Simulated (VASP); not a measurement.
# Si (a cell with a defect): single point with PBE

The system is Si (a cell with a defect).

```
Si
1.0
    10.86000    0.00000    0.00000
     0.00000   10.86000    0.00000
     0.00000    0.00000   10.86000
Si
63
Direct
  0.49992 0.00002 0.99982
  0.62650 0.12548 0.12454
  0.74896 0.25276 0.99892
  0.87511 0.37487 0.12510
  0.75060 0.00232 0.25018
  0.87777 0.12362 0.37624
  0.00030 0.00226 0.00070
  0.12633 0.12362 0.12789
  0.24774 0.24964 0.00073
  0.37551 0.37688 0.12313
  0.49789 0.50801 0.99205
  0.62373 0.62624 0.12202
  0.74202 0.75205 0.99208
  0.87313 0.87448 0.12316
  0.25176 0.99821 0.25285
  0.37692 0.11785 0.38223
  0.50067 0.24852 0.25136
  0.62659 0.37517 0.37445
  0.74901 0.50096 0.24728
  0.87477 0.62342 0.37444
  0.50115 0.98914 0.51109
  0.62551 0.12439 0.62634
  0.75070 0.24965 0.49774
  0.87298 0.37700 0.62556
  0.74992 0.00008 0.75003
  0.87469 0.12549 0.87660
  0.99724 0.50100 0.99893
  0.12450 0.62349 0.12455
  0.24993 0.75008 0.99984
  0.37515 0.87483 0.12526
  0.00011 0.24987 0.25012
  0.12633 0.37224 0.37623
  0.24766 0.49938 0.25018
  0.37619 0.62450 0.37565
  0.50004 0.74994 0.24970
  0.62544 0.87382 0.37566
  0.00266 0.99822 0.50170
  0.13176 0.11825 0.62680
  0.25174 0.24738 0.50169
  0.37519 0.37483 0.62519
  0.50003 0.49997 0.49972
  0.61130 0.63869 0.62324
  0.75000 0.74999 0.49973
  0.87518 0.87480 0.62519
  0.26014 0.98990 0.75116
  0.37625 0.12433 0.87536
  0.50008 0.25043 0.75007
  0.62374 0.37815 0.87370
  0.74189 0.50810 0.74777
  0.87188 0.62623 0.87370
  0.00150 0.74932 0.25142
  0.13226 0.87302 0.38233
  0.00029 0.49931 0.49772
  0.12559 0.62445 0.62633
  0.26105 0.74883 0.51124
  0.45487 0.79492 0.70402
  0.00119 0.24878 0.75064
  0.12449 0.37523 0.87663
  0.24985 0.50003 0.75005
  0.37344 0.63878 0.86120
  0.61116 0.87647 0.86115
  0.99958 0.74991 0.75006
  0.12566 0.87378 0.87534
```

```json
{
  "Program": "VASP 6.6.1",
  "Task": "single point",
  "Functional": "PBE",
  "Potentials or basis": "VASP PAW PBE potentials, release 64 (Si)",
  "Cutoff": "520 eV",
  "k mesh": "1 × 1 × 1",
  "Occupations": "gaussian, width 0.02 eV",
  "Spin": "no spin polarisation"
}
```

```yaml
Largest_force: 0.437 eV/Å
```

Forces in eV/Å, atoms in the order of the input:
```
Si   0.001 -0.001 -0.010
Si  -0.011  0.000 -0.004
Si  -0.003 -0.002 -0.002
Si  -0.005  0.005 -0.006
Si  -0.004 -0.003 -0.002
Si  -0.008  0.004  0.000
Si  -0.004  0.000 -0.005
Si  -0.001  0.001 -0.009
Si   0.000  0.006 -0.005
Si   0.006  0.005 -0.007
Si   0.002  0.005 -0.004
Si   0.000  0.001 -0.001
Si  -0.008  0.003 -0.006
Si  -0.006 -0.008 -0.007
Si   0.001 -0.001 -0.011
Si  -0.015  0.018 -0.018
Si   0.005  0.014 -0.014
Si  -0.010  0.006 -0.001
Si  -0.004  0.005  0.003
Si  -0.006  0.010 -0.001
Si   0.006  0.055 -0.063
Si  -0.003 -0.004  0.008
Si  -0.004  0.006  0.001
Si  -0.005  0.004 -0.004
Si  -0.008  0.003  0.008
Si  -0.005  0.000 -0.012
Si   0.002  0.004 -0.002
Si  -0.001  0.011 -0.004
Si  -0.001 -0.001 -0.009
Si  -0.001  0.000 -0.006
Si   0.004 -0.005  0.004
Si  -0.004  0.008  0.000
Si   0.004  0.004 -0.001
Si   0.009  0.005  0.008
Si   0.000 -0.001 -0.014
Si  -0.004 -0.008  0.007
Si  -0.011 -0.001  0.002
Si  -0.019  0.019 -0.026
Si   0.001  0.012  0.002
Si  -0.002  0.005 -0.005
Si   0.004  0.004 -0.001
Si   0.019 -0.020 -0.021
Si  -0.005 -0.004 -0.001
Si  -0.005  0.001 -0.004
Si  -0.051  0.049  0.006
Si   0.008  0.003  0.003
Si   0.001  0.013  0.001
Si  -0.001  0.000  0.001
Si   0.001  0.000  0.013
Si   0.000  0.001  0.001
Si  -0.013 -0.002 -0.013
Si  -0.019  0.015 -0.019
Si  -0.005  0.004  0.001
Si   0.006  0.004  0.007
Si  -0.058 -0.008 -0.064
Si   0.250 -0.247  0.260
Si  -0.015  0.015  0.015
Si   0.001  0.006 -0.012
Si  -0.004  0.005  0.009
Si  -0.009 -0.020  0.017
Si   0.021  0.006  0.019
Si  -0.013 -0.001  0.001
Si  -0.002 -0.008  0.002
```

Levels at points of the mesh, in eV from the Fermi level:
| k point | band 121 | band 122 | band 123 | band 124 | band 125 | band 126 | band 127 | band 128 | band 129 | band 130 |
| --- | --- | --- | --- | --- | --- | --- | --- | --- | --- | --- |
| (0.00, 0.00, 0.00) | -0.84 | -0.84 | -0.27 | -0.27 | -0.11 | 0.61 | 0.61 | 0.76 | 0.88 | 0.88 |

Wall time 6.3 min on 1 thread of Intel(R) Xeon(R) Platinum 8259CL CPU @ 2.50GHz (Skylake/Cascade Lake), with other jobs on the host, peak memory 1 GiB.

Caveat: the k points lie up to 0.58 Å⁻¹ apart; the cell carries a net charge on a neutralising background, which shifts energy and pressure; the cell is charged against a uniform background, so pressure and absolute levels hang on convention.
